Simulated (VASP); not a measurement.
Input of a VASP 6.6.1 run:

INCAR

```
PREC = Accurate
ENCUT = 1300
EDIFF = 1E-6
ISMEAR = 0
SIGMA = 0.1
LREAL = F
LASPH = T
NELM = 120
ALGO = Normal
ISIF = 2
LWAVE = F
LCHARG = F
GGA = PE
NBANDS = 18
GGA_COMPAT = F
```

KPOINTS

```
Automatic mesh
0
Gamma
  6 6 6
```

POSCAR

```
SiC4
1.0
   -2.0694554655      2.0694554655      3.6858245886
    2.0694554655     -2.0694554655      3.6858245886
    2.0694554655      2.0694554655     -3.6858245886
Si C
1 4
Direct
   -0.1730069077     -0.1730069077      0.0000000000
    0.1499524996      0.1499524996      0.6464676905
    0.5034848092      0.5034848092      0.3535323095
    0.1499524996      0.5034848092      0.0000000000
    0.5034848092      0.1499524996      0.0000000000
```

Potentials or basis: VASP PAW PBE potentials, release 64 (Si, C_h).

The run is started by

```bash
$ cat potpaw_PBE.64/Si/POTCAR potpaw_PBE.64/C_h/POTCAR > POTCAR
$ mpirun -np 1 vasp_std > vasp.out
```

Q: Predict the band gap on the k mesh.

A: Zero (bands 10 and 11 overlap by 1.92 eV).

Q: Estimate the largest force.

A: 0.012 eV/Å.

Q: Estimate the pressure.

A: -0.1 GPa.

Stress tensor (GPa, compression positive):
```
-0.22  0.00  0.00
 0.00 -0.22  0.00
 0.00  0.00  0.09
```
